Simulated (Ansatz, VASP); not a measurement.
GaSb: VASP beside Ansatz

File POSCAR:

```
GaSb
1.0
    0.0000000000      3.0352200099      3.0352200099
    3.0352200099      0.0000000000      3.0352200099
    3.0352200099      3.0352200099      0.0000000000
Ga Sb
1 1
Direct
    0.0000000000      0.0000000000      0.0000000000
    0.2500000000      0.2500000000      0.2500000000
```

Contents of INCAR.step1:

```
  PREC = Accurate
  ENCUT = 520
  ISMEAR = 0
  SIGMA = 0.01
  LREAL = False
  LASPH = True
  NELM = 60
  NBANDS = 16
  GGA = PE
  ALGO = Normal
  EDIFF = 1E-4
  LWAVE = True
  LCHARG = False
```

The input INCAR.step2:

```
  PREC = Accurate
  ENCUT = 520
  EDIFF = 1E-6
  ISMEAR = 0
  SIGMA = 0.01
  LREAL = False
  LASPH = True
  NELM = 60
  ALGO = Normal
  ISIF = 2
  LWAVE = False
  LCHARG = True
  METAGGA = R2SCAN
  LMIXTAU = True
  LELF = True
  LVHAR = True
  NBANDS = 16
  ISTART = 1
```

The input KPOINTS:

```
regular mesh
0
Gamma
  8 8 8
```

Input for Ansatz:

```yaml
crystal:
  lattice:
    - [0.0, 3.0352200099, 3.0352200099]
    - [3.0352200099, 0.0, 3.0352200099]
    - [3.0352200099, 3.0352200099, 0.0]
  atoms:
    - { symbol: Ga, position: [0.0, 0.0, 0.0] }
    - { symbol: Sb, position: [0.25, 0.25, 0.25] }
kpoints:
  mp_grid: { grid: [8, 8, 8] }
  band_path:
    path:
      - [0.0, 0.0, 0.0]
      - [-0.5, -0.5, 0.0]
      - [-0.375, -0.375, 0.25]
      - [-0.375, 0.0, 0.375]
      - [0.0, 0.0, 0.5]
      - [-0.5, -0.25, 0.25]
    npoints: 1
hamiltonian:
  xc: r2scan
scf:
  occupations: { method: fixed }
  n_extra_bands: 4
output:
  forces: true
  stress: true
  eigenvalues: true
```

Change from the starting cell: hydrostatic strain -1.0%.

Alike in both runs: task single point; functional r2SCAN; k mesh 8 × 8 × 8; no spin polarisation.

|  | VASP | Ansatz |
| --- | --- | --- |
| version | VASP 6.6.1 | Ansatz 0.2.0 |
| potentials or method | VASP PAW PBE potentials, release 64 (Ga_d, Sb) | plane waves, PAW |
| plane-wave cutoff (eV) | 520 | 500 |
| occupations | gaussian, width 0.01 eV | fixed |
| valence electrons in the cell | 18 | 28 |

```csv
,VASP,Ansatz,Ansatz less VASP
gap on the k mesh at the Fermi level (eV),0.63,0.64,+0.016
pressure (GPa),1.8,1.7,-0.10
```

VASP's potentials were made for PBE, not for r2SCAN. VASP's potentials hold 18 valence electrons a cell and Ansatz's 28, so a difference there can come from the potentials and not from the codes.

Spin-orbit coupling is off throughout.
